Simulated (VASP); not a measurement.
# Ga (P6_3/mmc) in VASP: a series of runs, part 2 of 2

VASP 6.6.1. Earlier steps stand in the parts before.

## 3. Relaxation of cell and atoms, r2SCAN

This run uses another cell than the first one, of 19.59 Å³/atom, 1.087 times its volume.

Input file POSCAR:

```
Ga
1.0
    3.0261186087      0.0000000000      0.0000000000
   -1.5130593044      2.6206955900      0.0000000000
    0.0000000000      0.0000000000      4.9416516880
Ga
2
Direct
    0.3333333333      0.6666666667      0.2500000000
    0.6666666667      0.3333333333      0.7500000000
```

Input file INCAR.step1:

```
PREC = Accurate
ENCUT = 600
ISMEAR = -1
SIGMA = 0.1
LREAL = False
LASPH = True
NELM = 100
GGA = PE
ALGO = Normal
EDIFF = 1E-4
LWAVE = True
LCHARG = False
```

Input file INCAR.step2:

```
PREC = Accurate
ENCUT = 600
EDIFF = 1E-7
ISMEAR = -1
SIGMA = 0.1
LREAL = False
LASPH = True
NELM = 100
ALGO = Normal
ISIF = 3
LWAVE = False
LCHARG = False
METAGGA = R2SCAN
LMIXTAU = True
IBRION = 2
NSW = 80
EDIFFG = -0.01
ISTART = 1
```

Input file KPOINTS:

```
Automatic mesh
0
Gamma
  12 12 7
```

Potentials or basis: VASP PAW PBE potentials, release 64 (Ga_d).

Launch:

```bash
> cat potpaw_PBE.64/Ga_d/POTCAR > POTCAR
> cp INCAR.step1 INCAR
> mpirun -np 1 vasp_std > vasp.out
> cp INCAR.step2 INCAR
> mpirun -np 1 vasp_std > vasp.out
```

OUTCAR:

```text
PREC = Accurate
   ENCUT = 600
   EDIFF = 1E-7
   ISMEAR = -1
   LREAL = False
   LASPH = True
   NELM = 100
   ISIF = 3
   METAGGA = R2SCAN
   IBRION = 2
   NSW = 80
   EDIFFG = -0.01
   ISTART = 1

 ion  position               nearest neighbor table
   1  0.333  0.667  0.250-
   2  0.667  0.333  0.750-

  LATTYP: Found a hexagonal cell.
 ALAT       =     3.0261186087
 C/A-ratio  =     1.6330000000

  Lattice vectors:

 A1 = (   3.0261186087,   0.0000000000,   0.0000000000)
 A2 = (  -1.5130593044,   2.6206955900,   0.0000000000)
 A3 = (   0.0000000000,   0.0000000000,   4.9416516880)

Analysis of symmetry for initial positions (statically):
=====================================================================
 Subroutine PRICEL returns:
 Original cell was already a primitive cell.

 Routine SETGRP: Setting up the symmetry group for a
 hexagonal supercell.

 Subroutine GETGRP returns: Found 24 space group operations
 (whereof 12 operations were pure point group operations)
 out of a pool of 24 trial point group operations.

[... 165 lines left out ...]

------------------------ aborting loop because EDIFF is reached ----------------------------------------

  FORCE on cell =-STRESS in cart. coord.  units (eV):
  Direction    XX          YY          ZZ          XY          YZ          ZX
  --------------------------------------------------------------------------------------
  -------------------------------------------------------------------------------------
  Total       -0.9075313     -0.9075313     -1.1795615      0.0000000      0.0000000      0.0000000
  in kB      -37.1020200    -37.1020200    -48.2232557      0.0000000      0.0000000      0.0000000
  external PRESSURE =     -40.8090985 kB  Pullay stress =       0.0000000 kB
[... 275 lines left out ...]
--------------------------------------- Ionic step        9  -------------------------------------------

 number of electron      26.0000015 magnetization

 Free energy of the ion-electron system (eV)
  ---------------------------------------------------
  ext. energy  EPLUGINS =         0.00000000
  ---------------------------------------------------
  free energy    TOTEN  =       -22.59514867 eV

  energy without entropy =      -22.57265891  energy(sigma->0) =      -22.58390379

 E-fermi :   5.9169     XC(G=0): -12.4599

 val. band max:        5.9002656038   @ k =   0.4167   0.0000   0.0000
 cond. band min:       5.9355592833   @ k =   0.2500   0.2500   0.2857
 fundamental gap:      0.0352936795
 Fermi energy:         5.9168911819

 k-point     1 :       0.0000    0.0000    0.0000
  band No.  band energies     occupation
      1      -9.7001      2.00000
      2      -9.5770      2.00000
      3      -9.5770      2.00000
      4      -9.5743      2.00000
      5      -9.5469      2.00000
      6      -9.5469      2.00000
[... 457 lines left out ...]
      4      -9.5804      2.00000
      5      -9.5139      2.00000
      6      -9.4852      2.00000
[... 9 lines left out ...]
     16      11.7280      0.00000
     17      14.1435      0.00000

 [... further k-points ...]
[... 5 lines left out ...]
  --------------------------------------------------------------------------------------
  -------------------------------------------------------------------------------------
  Total       -0.0121570     -0.0121570     -0.0140645      0.0000000      0.0000000      0.0000000
  in kB       -0.5404828     -0.5404828     -0.6252887      0.0000000      0.0000000      0.0000000
  external PRESSURE =      -0.5687514 kB  Pullay stress =       0.0000000 kB
[... 17 lines left out ...]
  FREE ENERGIE OF THE ION-ELECTRON SYSTEM (eV)
  ---------------------------------------------------
  free  energy   TOTEN  =       -22.5951486678 eV

  energy  without entropy=      -22.5726589114  energy(sigma->0) =      -22.58390379

 reached required accuracy - stopping structural energy minimisation
```

OSZICAR.step1:

```text
N       E                     dE             d eps       ncg     rms          rms(c)
DAV:   1     0.118115891073E+03    0.11812E+03   -0.15195E+04  2616   0.310E+03
DAV:   2     0.175747776740E+01   -0.11636E+03   -0.11508E+03  2720   0.386E+02
DAV:   3    -0.571905982207E+01   -0.74765E+01   -0.74321E+01  3003   0.932E+01
DAV:   4    -0.581788447882E+01   -0.98825E-01   -0.98681E-01  3318   0.116E+01
DAV:   5    -0.581961274257E+01   -0.17283E-02   -0.17281E-02  3215   0.139E+00    0.109E+00
DAV:   6    -0.577919029077E+01    0.40422E-01   -0.81073E-02  3415   0.488E+00    0.560E-01
DAV:   7    -0.576942489049E+01    0.97654E-02   -0.16906E-02  3671   0.185E+00    0.154E-01
DAV:   8    -0.576836098331E+01    0.10639E-02   -0.15463E-03  3140   0.641E-01    0.107E-02
DAV:   9    -0.576836886193E+01   -0.78786E-05   -0.23673E-05  1769   0.611E-02
   1 F= -.57683689E+01 E0= -.57566141E+01  d E =-.235096E-01
```

Run time: 7.5 min. Hardware: 1 thread of Intel Xeon 6975P-C (Granite Rapids), shared host; peak memory 0.2 GiB.

What came out:

```
Free energy                            : -22.5951 eV
Relaxed volume                         : 18.02 Å³/atom
Relaxed cell                           : a = 2.977 Å, b = 2.977 Å, c = 4.695 Å, α = 90.00°, β = 90.00°, γ = 120.00°
Space group after relaxing (to 0.05 Å) : P6_3/mmc (No. 194)
Energy gained by relaxing              : 24.0 meV/atom
Ionic steps                            : 9
Pressure after relaxing                : -0.1 GPa
Band gap on the k mesh                 : zero (band 13 reaches 9.92 eV, above the bottom of band 14 at 2.99 eV)
```

The path:
| step | energy change (eV) | largest force (eV/Å) | pressure (GPa) | volume (Å³) |
| --- | --- | --- | --- | --- |
| 1 | 0.0000 | 0.0000 | -4.08 | 39.19 |
| 2 | -0.0439 | 0.0000 | -0.65 | 36.43 |
| 3 | -0.0451 | 0.0000 | 0.01 | 35.98 |
| 4 | -0.0451 | 0.0000 | 0.10 | 35.92 |
| 5 | -0.0461 | 0.0000 | 0.09 | 35.92 |
| 6 | -0.0479 | 0.0000 | 0.10 | 35.93 |
| 7 | -0.0479 | 0.0000 | 0.11 | 35.93 |
| 8 | -0.0479 | 0.0000 | 0.11 | 35.93 |
| 9 | -0.0479 | 0.0000 | -0.06 | 36.04 |

Final structure:
```
Ga
1.0
     2.97720    0.00000    0.00000
    -1.48860    2.57833    0.00000
     0.00000    0.00000    4.69469
Ga
2
Direct
  0.33333 0.66667 0.25000
  0.66667 0.33333 0.75000
```

Caveat: the PAW data sets were made with another functional, which shifts forces and pressure a little.
